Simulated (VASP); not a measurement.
Write the native input for VASP 6.6.1 that does the following.

```
Task                   : single point
Functional             : PBE
Dispersion             : D3(BJ)
Potentials or basis    : VASP PAW PBE potentials, release 64 (C, H)
Cutoff                 : 520 eV
k mesh                 : 1 × 1 × 1
Occupations            : fermi-dirac, width 0.05 eV
Spin                   : no spin polarisation
Dipole correction      : no
Further INCAR settings : LREAL = Auto; ALGO = Normal; EDIFF = 1e-06; NBANDS = 58
```

The structure of H4C lies in POSCAR:

```
H4C
1.0
    7.9581140000      0.0000000000      0.0000000000
    0.0000000000      7.9581140000      0.0000000000
    0.0000000000      0.0000000000      7.9581140000
C H
8 32
Direct
    0.7171141871      0.7288714744      0.7566346678
    0.4149605070      0.4949283908      0.0528395471
    1.0093569145      0.1841383596      0.1380218832
    0.8151630260      0.1362051062      0.6717878783
    0.2150559783      0.3180560948      0.6863708286
    0.2101576890      0.8367888914      0.4418833095
    0.5746707500      0.4364833093      0.4400578665
    0.6710507026      0.8979604305      0.2467456853
    0.8075161992      0.8004886647      0.8338781953
    0.6843807140      0.6101837691      0.8196979906
    0.7726414353      0.7014604477      0.6324970253
    0.6029573839      0.8038045277      0.7408337208
    0.5316495059      0.5631111144      0.0829353480
    0.3399225868      0.4799801592      0.1685177661
    0.4461091916      0.3710533926      0.0012842435
    0.3426564024      0.5652893366     -0.0417545736
    0.9389382485      0.2095716451      0.2533871462
    1.1395776046      0.2262346999      0.1529833250
    0.9517465796      0.2514155481      0.0326643730
    1.0074476955      0.0490226051      0.1123437437
    0.8637684602      0.2653849483      0.6656061344
    0.7499706519      0.1167103564      0.7921393034
    0.9198509126      0.0470657888      0.6611495556
    0.7271217859      0.1156520308      0.5680007624
    0.1398145270      0.3753896840      0.7871684243
    0.2159280878      0.1806914100      0.7009875273
    0.3444475311      0.3656875921      0.6944830778
    0.1598958965      0.3499206094      0.5639146068
    0.3210877202      0.8953993347      0.4991402479
    0.1504245120      0.7521336871      0.5324560312
    0.2487095880      0.7647883689      0.3308046836
    0.1208167580      0.9346883604      0.4042976941
    0.6340413268      0.4274385884      0.5644460727
    0.4920593941      0.5460520885      0.4377890364
    0.5000702091      0.3229039889      0.4154834967
    0.6720348609      0.4492190755      0.3421344293
    0.7499628844      0.8931296049      0.3591923685
    0.5589178338      0.8213269919      0.2660534632
    0.7413391130      0.8495915196      0.1387411991
    0.6336477448      1.0279708042      0.2221061153
```

These files were run (other wordings do the same):

INCAR

```
PREC = Accurate
ENCUT = 520
EDIFF = 1E-6
ISMEAR = -1
SIGMA = 0.05
LREAL = Auto
LASPH = True
NELM = 100
ALGO = Normal
ISIF = 2
LWAVE = False
LCHARG = True
GGA = PE
IVDW = 12
LELF = True
LVHAR = True
NBANDS = 58
```

KPOINTS

```
regular mesh
0
Gamma
  1 1 1
```

Potentials or basis: VASP PAW PBE potentials, release 64 (C, H).

The run is started by

```console
$ cat potpaw_PBE.64/C/POTCAR potpaw_PBE.64/H/POTCAR > POTCAR
$ mpirun -np 1 vasp_gam > vasp.out
```

It gave:

- Pressure: -0.3 GPa
- Largest force: 0.323 eV/Å
- Band gap on the k mesh: 7.23 eV
- Dispersion energy per atom: -0.026 eV

Caveat: the k points lie up to 0.79 Å⁻¹ apart.

Run time: 2.8 min on 1 thread of AMD EPYC 7R13 Processor (Zen 3), on a shared host, peak memory 0.41 GiB.
